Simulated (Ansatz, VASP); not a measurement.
# One calculation of Ag, two programs

The input INCAR:

```
SYSTEM = Ag
PREC = Accurate
ENCUT = 520
EDIFF = 1E-6
ISMEAR = -1
SIGMA = 0.1
LREAL = .FALSE.
LASPH = .TRUE.
NELM = 60
ALGO = Normal
ISIF = 2
LWAVE = .FALSE.
LCHARG = .FALSE.
GGA = PS
NBANDS = 12
```

KPOINTS

```
regular mesh
0
G
  15 15 15
  0 0 0
```

File POSCAR:

```
Ag
1.0
   -1.5455567945      1.5455567945      1.5455567945
    1.5455567945     -1.5455567945      1.5455567945
    1.5455567945      1.5455567945     -1.5455567945
Ag
1
Direct
    0.0000000000      0.0000000000      0.0000000000
```

Input for Ansatz:

```yaml
crystal:
  lattice:
    - [-1.5455567945, 1.5455567945, 1.5455567945]
    - [1.5455567945, -1.5455567945, 1.5455567945]
    - [1.5455567945, 1.5455567945, -1.5455567945]
  atoms:
    - { symbol: Ag, position: [0.0, 0.0, 0.0] }
hamiltonian:
  xc: pbesol
  pseudopotentials:
    kind: paw
    azcp:
      Ag: "pseudopotentials/Ag.paw.azcp"
basis:
  ecutwfc: 420
  fft_grid_basis: typed
kpoints:
  mp_grid: { grid: [15, 15, 15], shift: [0, 0, 0] }
magnetization:
  spin_polarized: false
scf:
  occupations: { method: fermi_dirac, width: 0.1 }
  lower_state_search: "off"
output:
  stress: true
```

Alike in both runs: task single point; functional PBEsol; k mesh 15 × 15 × 15; occupations fermi-dirac, width 0.1 eV; no spin polarisation.

```csv
,VASP,Ansatz
version,VASP 6.6.1,Ansatz 0.2.0
potentials or method,"VASP PAW PBE potentials, release 64 (Ag), cutoff 520 eV","plane waves (420 eV) with PAW, scalar-relativistic"
valence electrons in the cell,11,19
```

```tsv
	VASP	Ansatz	Ansatz less VASP
pressure (GPa)	20.6	21.1	+0.48
```

VASP's potentials were made for PBE, not for PBEsol, and Ansatz warns of the same on its side. VASP's potentials hold 11 valence electrons a cell and Ansatz's 19, so a difference there can come from the potentials and not from the codes.
